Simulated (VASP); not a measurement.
# Br (Fm-3m) in VASP: further runs

Br is run at these levels: PBE; tasks: single point, relaxation of cell and atoms.

Program: VASP 6.6.1. These are calculated values, not measurements. Logs are shortened: lines on timing, memory, paths and dates and some standing lists are left out, and cuts for length are marked.

## Step 1: The cell of the first run

The structure is cubic, space group Fm-3m (No. 225). Conventional cell: a = 4.701 Å, b = 4.701 Å, c = 4.701 Å, α = 90.00°, β = 90.00°, γ = 90.00°. Br (site symmetry m-3m) has 12 Br at 3.32 Å within 4.4 Å.

## Step 2: Single point, PBE

Input file INCAR:

```
PREC = Accurate
ENCUT = 520
EDIFF = 1E-7
ISMEAR = -1
SIGMA = 0.05
LREAL = F
LASPH = T
NELM = 80
ALGO = Normal
ISIF = 2
LWAVE = F
LCHARG = F
GGA = PE
NBANDS = 10
```

Input file KPOINTS:

```
Automatic mesh
0
Gamma
  15 15 15
```

Input file POSCAR:

```
Br
1.0
    0.0000000000      2.3507469149      2.3507469149
    2.3507469149      0.0000000000      2.3507469149
    2.3507469149      2.3507469149      0.0000000000
Br
1
Direct
    0.0000000000      0.0000000000      0.0000000000
```

Potentials or basis: VASP PAW PBE potentials, release 64 (Br).

Run with:

```bash
> cat potpaw_PBE.64/Br/POTCAR > POTCAR
> mpirun -np 1 vasp_std > vasp.out
```

OUTCAR:

```text
PREC = Accurate
   ENCUT = 520
   EDIFF = 1E-7
   ISMEAR = -1
   LREAL = F
   LASPH = T
   NELM = 80
   ISIF = 2
   GGA = PE

 ion  position               nearest neighbor table
   1  0.000  0.000  0.000-

  LATTYP: Found a face centered cubic cell.
 ALAT       =     4.7014938298

  Lattice vectors:

 A1 = (   0.0000000000,   2.3507469149,   2.3507469149)
 A2 = (   2.3507469149,   0.0000000000,   2.3507469149)
 A3 = (   2.3507469149,   2.3507469149,   0.0000000000)

Analysis of symmetry for initial positions (statically):
=====================================================================
 Subroutine PRICEL returns:
 Original cell was already a primitive cell.

 Routine SETGRP: Setting up the symmetry group for a
 face centered cubic supercell.

 Subroutine GETGRP returns: Found 48 space group operations
 (whereof 48 operations were pure point group operations)
 out of a pool of 48 trial point group operations.

The static configuration has the point symmetry O_h .

Analysis of symmetry for dynamics (positions and initial velocities):
=====================================================================
 Subroutine PRICEL returns:
 Original cell was already a primitive cell.

 Routine SETGRP: Setting up the symmetry group for a
 face centered cubic supercell.

 Subroutine GETGRP returns: Found 48 space group operations
 (whereof 48 operations were pure point group operations)
 out of a pool of 48 trial point group operations.

The dynamic configuration has the point symmetry O_h .

 Subroutine INISYM returns: Found 48 space group operations
 (whereof 48 operations are pure point group operations),
 and found     1 'primitive' translations

----------------------------------------------------------------------------------------

                                     Primitive cell

  volume of cell :      25.9805

  direct lattice vectors                    reciprocal lattice vectors
     0.000000000  2.350746915  2.350746915    -0.212698354  0.212698354  0.212698354
     2.350746915  0.000000000  2.350746915     0.212698354 -0.212698354  0.212698354
     2.350746915  2.350746915  0.000000000     0.212698354  0.212698354 -0.212698354

  length of vectors
     3.324458169  3.324458169  3.324458169     0.368404356  0.368404356  0.368404356

  position of ions in fractional coordinates (direct lattice)
     0.000000000  0.000000000  0.000000000

  ion indices of the primitive-cell ions
   primitive index   ion index
                 1           1

----------------------------------------------------------------------------------------

 KPOINTS: Automatic mesh

Automatic generation of k-mesh.
 Grid dimensions read from file:
 generate k-points for:   15   15   15

 Generating k-lattice:

  Cartesian coordinates                     Fractional coordinates (reciprocal lattice)
    -0.014179890  0.014179890  0.014179890     0.066666667  0.000000000  0.000000000
     0.014179890 -0.014179890  0.014179890     0.000000000  0.066666667  0.000000000
     0.014179890  0.014179890 -0.014179890     0.000000000  0.000000000  0.066666667

  Length of vectors
     0.024560290  0.024560290  0.024560290

  Shift w.r.t. Gamma in fractional coordinates (k-lattice)
     0.000000000  0.000000000  0.000000000

 Subroutine IBZKPT returns following result:
 ===========================================

 Found    120 irreducible k-points:

 Following reciprocal coordinates:
            Coordinates               Weight
  0.000000  0.000000  0.000000      1.000000
  0.066667  0.000000  0.000000      8.000000
  0.133333  0.000000  0.000000      8.000000
  0.200000  0.000000  0.000000      8.000000
  0.266667  0.000000  0.000000      8.000000
  0.333333  0.000000  0.000000      8.000000
[... 16 lines left out ...]
  0.133333  0.133333  0.000000      6.000000
  0.200000  0.133333  0.000000     24.000000
 [... further k-points ...]
   k-points           NKPTS =    120   k-points in BZ     NKDIM =    120   number of bands    NBANDS=     10
   number of dos      NEDOS =    301   number of ions     NIONS =      1
   total plane-waves  NPLWV =  21952
   dimension x,y,z NGX =    28 NGY =   28 NGZ =   28
   dimension x,y,z NGXF=    56 NGYF=   56 NGZF=   56
   ions per type =               1
   NGX,Y,Z   is equivalent  to a cutoff of  14.00, 14.00, 14.00 a.u.
   NGXF,Y,Z  is equivalent  to a cutoff of  28.00, 28.00, 28.00 a.u.
 SYSTEM =  unknown system
   PREC   = accura    normal or accurate (medium, high low for compatibility)
   ISTART =      0    job   : 0-new  1-cont  2-samecut
   ICHARG =      2    charge: 1-file 2-atom 10-const
   ISPIN  =      1    spin polarized calculation?
   LNONCOLLINEAR =      F non collinear calculations
   LSORBIT =      F    spin-orbit coupling
   LASPH  =      T    aspherical Exc in radial PAW
   ENCUT  =  520.0 eV  38.22 Ry    6.18 a.u.   6.18  6.18  6.18*2*pi/ulx,y,z
   NELM   =     80;   NELMIN=  2; NELMDL= -5     # of ELM steps
   EDIFF  = 0.1E-06   stopping-criterion for ELM
   LREAL  =      F    real-space projection
   EDIFFG = 0.1E-05   stopping-criterion for IOM
   NSW    =      0    number of steps for IOM
   IBRION =     -1    ionic relax: 0-MD 1-quasi-New 2-CG
   NFREE  =      0    steps in history (QN), initial steepest desc. (CG)
   ISIF   =      2    stress and relaxation
   ISYM   =      2    0-nonsym 1-usesym 2-fastsym
   POTIM  = 0.5000    time-step for ionic-motion
   TEBEG  =    0.0;   TEEND  =   0.0 temperature during run
   PSTRESS=    0.0 pullay stress
   NELECT =       7.0000    total number of electrons
   NUPDOWN=      -1.0000    fix difference up-down
   EMIN   =  10.00;   EMAX   =-10.00  energy-range for DOS
   EFERMI =   0.00;   METHOD = LEGACY
   ISMEAR =    -1;   SIGMA  =   0.05  broadening in eV -4-tet -1-fermi 0-gaus
   EFERMI_NEDOS =   21; number of points for ismear=-14 and -15
   IALGO  =     38    algorithm
   IMIX   =      4    mixing-type and parameters
     AMIX     =   0.40;   BMIX     =  1.00
     AMIX_MAG =   1.60;   BMIX_MAG =  1.00
  volume/ion in A,a.u.               =      25.98       175.33
  Fermi-wavevector in a.u.,A,eV,Ry     =   1.057365  1.998130 15.211599  1.118021
  Thomas-Fermi vector in A             =   2.192635
   LORBIT       =      0    0 simple, 1 ext, 2 COOP (PROOUT), +10 PAW based schemes
   GGA     = PE    functional components
   LHFCALC =     F    Hartree Fock is set to
   AEXX    =    0.0000 exact exchange contribution
   IVDW    =     0    specifies the selected vdW correction
   LEPSILON=     F    determine dielectric tensor
   LRPA    =     F    only Hartree local field effects (RPA)
 non-spin polarized calculation
  energy-cutoff  :      520.00
  volume of cell :       25.98
 maximum number of plane-waves:       725
 NGX is ok and might be reduce to    28
   NGX = 13   NGY = 13   NGZ = 13

 number of electron       6.9999999 magnetization

 Free energy of the ion-electron system (eV)
  ---------------------------------------------------
  ext. energy  EPLUGINS =         0.00000000
  ---------------------------------------------------
  free energy    TOTEN  =        -0.98424075 eV

  energy without entropy =       -0.96936331  energy(sigma->0) =       -0.97680203

 E-fermi :   1.6827     XC(G=0):  -9.3816

 val. band max:        1.6812954248   @ k =  -0.1333   0.1333   0.0000
 cond. band min:       1.6875138542   @ k =   0.4000   0.2000   0.0667
 fundamental gap:      0.0062184293
 Fermi energy:         1.6827216018

 k-point     1 :       0.0000    0.0000    0.0000
  band No.  band energies     occupation
      1     -13.6699      2.00000
      2       2.5782      0.00000
      3       2.5782      0.00000
      4       2.5782      0.00000
      5       9.7638      0.00000
      6      14.2386      0.00000
      7      14.2386      0.00000
      8      14.2386      0.00000
      9      18.3789      0.00000
     10      18.4746      0.00000

 k-point     2 :       0.0667    0.0000    0.0000
  band No.  band energies     occupation
      1     -13.6207      2.00000
      2       2.2300      0.00004
      3       2.5455      0.00000
      4       2.5455      0.00000
      5      10.0664      0.00000
      6      13.9574      0.00000
      7      14.3471      0.00000
      8      14.3471      0.00000
      9      18.1441      0.00000
     10      18.1441      0.00000

 k-point     3 :       0.1333    0.0000    0.0000
  band No.  band energies     occupation
      1     -13.4773      2.00000
      2       1.3657      1.99648
      3       2.4558      0.00000
      4       2.4558      0.00000
      5      10.6847      0.00000
      6      13.5864      0.00000
      7      14.5964      0.00000
      8      14.5964      0.00000
      9      17.5791      0.00000
     10      17.5791      0.00000

 k-point     4 :       0.2000    0.0000    0.0000
  band No.  band energies     occupation
      1     -13.2531      2.00000
      2       0.2844      2.00000
      3       2.3300      0.00000
      4       2.3300      0.00000
      5      10.9642      0.00000
      6      13.8612      0.00000
      7      14.7148      0.00000
      8      14.7148      0.00000
      9      17.4133      0.00000
     10      17.4133      0.00000

 k-point     5 :       0.2667    0.0000    0.0000
  band No.  band energies     occupation
      1     -12.9730      2.00000
      2      -0.8041      2.00000
      3       2.1939      0.00007
      4       2.1939      0.00007
      5      10.7563      0.00000
      6      14.4796      0.00000
      7      14.4796      0.00000
      8      14.8201      0.00000
      9      17.9801      0.00000
     10      17.9801      0.00000

 k-point     6 :       0.3333    0.0000    0.0000
  band No.  band energies     occupation
      1     -12.6770      2.00000
      2      -1.7620      2.00000
      3       2.0711      0.00085
      4       2.0711      0.00085
      5      10.4437      0.00000
      6      14.1010      0.00000
      7      14.1010      0.00000
      8      15.8137      0.00000
      9      18.7041      0.00000
     10      19.0770      0.00000
[... 183 lines left out ...]
 k-point    21 :      -0.1333    0.0667    0.0000
  band No.  band energies     occupation
      1     -13.3695      2.00000
      2       0.9344      2.00000
      3       2.1363      0.00023
      4       2.4956      0.00000
      5      11.0955      0.00000
      6      13.2743      0.00000
      7      14.7155      0.00000
      8      14.8303      0.00000
      9      16.6831      0.00000
     10      18.0337      0.00000

 k-point    22 :      -0.0667    0.0667    0.0000
  band No.  band energies     occupation
      1     -13.5400      2.00000
      2       1.7955      0.18972
      3       2.3497      0.00000
      4       2.5553      0.00000
      5      10.4958      0.00000
      6      13.5617      0.00000
      7      14.4556      0.00000
      8      14.6448      0.00000
      9      17.3536      0.00000
     10      18.1422      0.00000

 k-point    23 :       0.1333    0.1333    0.0000
  band No.  band energies     occupation
      1     -13.4130      2.00000
      2       1.4492      1.98145
      3       2.1718      0.00011
      4       2.1718      0.00011
      5      11.1009      0.00000
      6      12.6916      0.00000
      7      15.1366      0.00000
      8      15.1366      0.00000
      9      15.8833      0.00000
     10      18.8686      0.00000

 k-point    24 :       0.2000    0.1333    0.0000
  band No.  band energies     occupation
      1     -13.2467      2.00000
      2       0.7450      2.00000
      3       1.9890      0.00437
      4       2.0418      0.00152
      5      11.5361      0.00000
      6      12.3215      0.00000
      7      14.8260      0.00000
      8      15.5255      0.00000
      9      16.0975      0.00000
     10      18.9407      0.00000

 [... further k-points ...]

------------------------ aborting loop because EDIFF is reached ----------------------------------------

  FORCE on cell =-STRESS in cart. coord.  units (eV):
  Direction    XX          YY          ZZ          XY          YZ          ZX
  --------------------------------------------------------------------------------------
  -------------------------------------------------------------------------------------
  Total        0.0733135      0.0733135      0.0733135      0.0000000      0.0000000      0.0000000
  in kB        4.5211288      4.5211288      4.5211288      0.0000000      0.0000000      0.0000000
  external PRESSURE =       4.5211288 kB  Pullay stress =       0.0000000 kB

 VOLUME and BASIS-vectors are now :
 -----------------------------------------------------------------------------
  energy-cutoff  :      520.00
  volume of cell :       25.98
      direct lattice vectors                 reciprocal lattice vectors
     0.000000000  2.350746915  2.350746915    -0.212698354  0.212698354  0.212698354
     2.350746915  0.000000000  2.350746915     0.212698354 -0.212698354  0.212698354
     2.350746915  2.350746915  0.000000000     0.212698354  0.212698354 -0.212698354

 POSITION                                       TOTAL-FORCE (eV/Angst)
 -----------------------------------------------------------------------------------
      0.00000      0.00000      0.00000         0.000000     -0.000000      0.000000
 -----------------------------------------------------------------------------------
    total drift:                                0.000000      0.000000      0.000000

  FREE ENERGIE OF THE ION-ELECTRON SYSTEM (eV)
  ---------------------------------------------------
  free  energy   TOTEN  =        -0.9842407524 eV

  energy  without entropy=       -0.9693633068  energy(sigma->0) =       -0.97680203
```

Run time: 21 s. Hardware: 1 thread of Intel Xeon Platinum 8375C at 2.90GHz (Ice Lake), shared host; peak memory 0.17 GiB.

Results:

- Free energy: -0.9842 eV
- Pressure: 0.5 GPa
- Band gap on the k mesh: zero (an odd number of electrons rules out a gap without spin polarisation)

Caveat: an odd number of electrons without spin polarisation forces a metal; a magnetic or distorted state may lie lower.

(Continued in part 2 of 2.)
